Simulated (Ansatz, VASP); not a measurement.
# Two plane-wave programs on Se

File INCAR:

```
PREC = Accurate ; ENCUT = 520
EDIFF = 1E-6 ; ISMEAR = 0
SIGMA = 0.15 ; LREAL = F
LASPH = T ; NELM = 60
ALGO = Normal ; ISIF = 2
LWAVE = F ; LCHARG = T
GGA = PE ; IVDW = 12
LELF = T ; LVHAR = T
NBANDS = 9
```

File KPOINTS:

```
Automatic mesh
0
Gamma
  20 20 20
```

POSCAR

```
Se
1.0
   -1.7034486149      1.8950865841      1.7034486149
    1.7034486149     -1.8950865841      1.7034486149
    1.7034486149      1.8950865841     -1.7034486149
Se
1
Direct
    0.0000000000      0.0000000000      0.0000000000
```

Input for Ansatz:

```yaml
crystal:
  lattice:
    - [-1.7034486149, 1.8950865841, 1.7034486149]
    - [1.7034486149, -1.8950865841, 1.7034486149]
    - [1.7034486149, 1.8950865841, -1.7034486149]
  atoms:
    - { symbol: Se, position: [0.0, 0.0, 0.0] }
basis:
  ecutwfc: 420
kpoints:
  mp_grid: { grid: [20, 20, 20] }
hamiltonian:
  xc: pbe
  dispersion: d3bj
scf:
  occupations: { method: gaussian, width: 0.15 }
output:
  forces: true
  stress: true
  eigenvalues: true
```

Change from the starting cell: strain +0.1125 x Voigt [0, 1, 0, 0, 0, 0], atoms carried along.

Alike in both runs: task single point; functional PBE; dispersion D3(BJ); k mesh 20 × 20 × 20; occupations gaussian, width 0.15 eV; no spin polarisation.

```csv
,VASP,Ansatz
version,VASP 6.6.1,Ansatz 0.2.0
potentials or method,"VASP PAW PBE potentials, release 64 (Se), cutoff 520 eV","scalar-relativistic, plane waves, PAW"
valence electrons in the cell,6,16
```

```csv
,VASP,Ansatz,Ansatz less VASP
gap on the k mesh at the Fermi level (eV),none,none,-
pressure (GPa),-7.3,-7.3,+0.02
"traceless stress, the component that is largest in VASP (GPa)",-4.03,-4.03,-0.001
```

A gap of «none» marks a metal or a gap that the smearing closes. VASP's potentials hold 6 valence electrons a cell and Ansatz's 16, so a difference there can come from the potentials and not from the codes.
